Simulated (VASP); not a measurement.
TaF3: single point with LDA

The system is TaF3.

```
Ta F
1.0
     3.90120    0.00000    0.00000
     0.00000    3.90120    0.00000
     0.00000    0.00000    3.90120
Ta F
1 3
Direct
  0.00000 0.00000 0.00000
  0.50000 0.00000 0.00000
  0.00000 0.50000 0.00000
  0.00000 0.00000 0.50000
```

```yaml
Program: VASP 6.6.1
Task: single point
Functional: LDA
Potentials_or_basis: VASP PAW LDA potentials, release 64 (Ta_pv, F)
Cutoff: 520 eV
k_mesh: 6 × 6 × 6
Occupations: gaussian, width 0.1 eV
Spin: no spin polarisation
Dipole_correction: no
Further_INCAR_settings: ALGO = Normal; EDIFF = 1e-07; NBANDS = 24
```

```json
{
 "Pressure": "16.5 GPa",
 "Band gap on the k mesh": "zero (band 16 reaches 6.32 eV, above the bottom of band 17 at 3.23 eV)"
}
```

Levels at points of the mesh, in eV from the Fermi level:
| k point | band 14 | band 15 | band 16 | band 17 | band 18 | band 19 |
| --- | --- | --- | --- | --- | --- | --- |
| (0.00, 0.00, 0.00) | -9.13 | -9.13 | -1.31 | -1.31 | -1.31 | -0.69 |
| (0.50, 0.00, 0.00) | -9.13 | -9.13 | -1.22 | 0.34 | 0.34 | 2.13 |
| (0.50, 0.50, 0.00) | -9.55 | -8.48 | 0.45 | 0.45 | 1.46 | 3.26 |
| (0.50, 0.50, 0.50) | -8.47 | -8.47 | 1.77 | 1.77 | 1.77 | 3.37 |

It took 36 s on 1 thread of Intel Xeon 6975P-C (shared host), peak memory 0.16 GiB.

Caveat: spin-orbit coupling is left out, which moves the levels of the heavy elements.
